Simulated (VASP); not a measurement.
Here is a VASP 6.6.1 calculation.

INCAR

```
PREC     = Accurate       # precision mode
ENCUT    = 520            # plane-wave cutoff, eV
EDIFF    = 1E-6           # SCF threshold, eV
ISMEAR   = -1             # smearing method
SIGMA    = 0.01           # smearing width, eV
LREAL    = False          # projectors in reciprocal space
LASPH    = True           # aspherical terms in the spheres
NELM     = 100            # most SCF steps
ALGO     = Normal         # electronic algorithm
ISIF     = 2              # what is computed and relaxed
LWAVE    = False          # write WAVECAR
LCHARG   = False          # write CHGCAR
GGA      = PS             # functional
NBANDS   = 14             # bands
```

The input KPOINTS:

```
regular mesh
0
Gamma
  10 10 10
```

POSCAR

```
HfN
1.0
    0.0000000000      2.2887270932      2.2887270932
    2.2887270932      0.0000000000      2.2887270932
    2.2887270932      2.2887270932      0.0000000000
Hf N
1 1
Direct
    0.0000000000      0.0000000000      0.0000000000
    0.5000000000      0.5000000000      0.5000000000
```

Potentials or basis: VASP PAW PBE potentials, release 64 (Hf_pv, N).

The run is started by

```console
$ cat potpaw_PBE.64/Hf_pv/POTCAR potpaw_PBE.64/N/POTCAR > POTCAR
$ mpirun -np 1 vasp_std > vasp.out
```

Q: Predict the pressure.

A: -14.8 GPa.

Caveat: the PAW data sets were made with another functional, which shifts forces and pressure a little.
